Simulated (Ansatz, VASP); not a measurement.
## Ag in VASP and in Ansatz

```xyz
1
Lattice="-1.7219 1.7219 1.5894 1.7219 -1.7219 1.5894 1.7219 1.7219 -1.5894" Properties=species:S:1:pos:R:3 pbc="T T T"
Ag    0.0000    0.0000    0.0000
```

Change from the starting cell: strain +0.040 along x and y, -0.040 along z, atoms carried along.

Alike in both runs: task single point; functional PBEsol; k mesh 20 × 20 × 20; occupations gaussian, width 0.15 eV; no spin polarisation.

|  | VASP | Ansatz |
| --- | --- | --- |
| version | VASP 6.6.1 | Ansatz 0.2.0 |
| potentials or method | VASP PAW PBE potentials, release 64 (Ag), cutoff 520 eV | scalar-relativistic, plane waves, PAW |
| valence electrons in the cell | 11 | 19 |

Ansatz gave:

```
gap on the k mesh at the Fermi level (eV)                     : none
pressure (GPa)                                                : -9.6
traceless stress, the component that is largest in VASP (GPa) : -0.26
```

Question: Estimate VASP's values.

Answer: gap on the k mesh at the Fermi level (eV): none; pressure (GPa): -9.7; traceless stress, the component that is largest in VASP (GPa): -0.25.

VASP's potentials were made for PBE, not for PBEsol. A gap of «none» marks a metal or a gap that the smearing closes. The functional is the same, so the differences come from potentials, cutoffs and numerics. VASP's potentials hold 11 valence electrons a cell and Ansatz's 19, so a difference there can come from the potentials and not from the codes.
